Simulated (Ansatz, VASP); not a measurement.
**Two plane-wave programs on TiO**

File POSCAR:

```
TiO
1.0
    2.9821030754      0.0000000000      0.0000000000
   -1.4910515377      2.5825770200      0.0000000000
    0.0000000000      0.0000000000      3.3447433939
Ti O
1 1
Direct
    0.6666666667      0.3333333333      0.0000000000
    0.0000000000      0.0000000000      0.5000000000
```

File INCAR.step1:

```
PREC = Accurate ; ENCUT = 520
ISMEAR = 0 ; SIGMA = 0.03
LREAL = False ; LASPH = True
NELM = 80 ; NBANDS = 16
GGA = PE ; ALGO = Normal
EDIFF = 1E-4 ; LWAVE = True
LCHARG = False
```

INCAR.step2

```
PREC = Accurate ; ENCUT = 520
EDIFF = 1E-7 ; ISMEAR = 0
SIGMA = 0.03 ; LREAL = False
LASPH = True ; NELM = 80
ALGO = Normal ; ISIF = 2
LWAVE = False ; LCHARG = False
METAGGA = R2SCAN ; LMIXTAU = True
NBANDS = 16 ; ISTART = 1
```

File KPOINTS:

```
Automatic mesh
0
Gamma
  12 12 12
```

Input for Ansatz:

```yaml
crystal:
  lattice:
    - [2.9821030754, 0.0, 0.0]
    - [-1.4910515377, 2.58257702, 0.0]
    - [0.0, 0.0, 3.3447433939]
  atoms:
    - { symbol: Ti, position: [0.6666666667, 0.3333333333, 0.0] }
    - { symbol: O, position: [0.0, 0.0, 0.5] }
basis:
  ecutwfc: 500
kpoints:
  mp_grid: { grid: [12, 12, 12] }
hamiltonian:
  xc: r2scan
scf:
  occupations: { method: gaussian, width: 0.03 }
output:
  forces: true
  stress: true
  eigenvalues: true
```

Alike in both runs: task single point; functional r2SCAN; k mesh 12 × 12 × 12; occupations gaussian, width 0.03 eV; no spin polarisation.

```csv
,VASP,Ansatz
version,VASP 6.6.1,Ansatz 0.2.0
potentials or method,"VASP PAW PBE potentials, release 64 (Ti_sv, O), cutoff 520 eV","scalar-relativistic, plane waves, PAW"
valence electrons in the cell,18,18
```

```tsv
	VASP	Ansatz	Ansatz less VASP
gap on the k mesh at the Fermi level (eV)	0.21	0.21	-0.002
least direct gap on the mesh (eV)	0.47	0.48	+0.002
```

VASP's potentials were made for PBE, not for r2SCAN. The functional is the same, so the differences come from potentials, cutoffs and numerics.
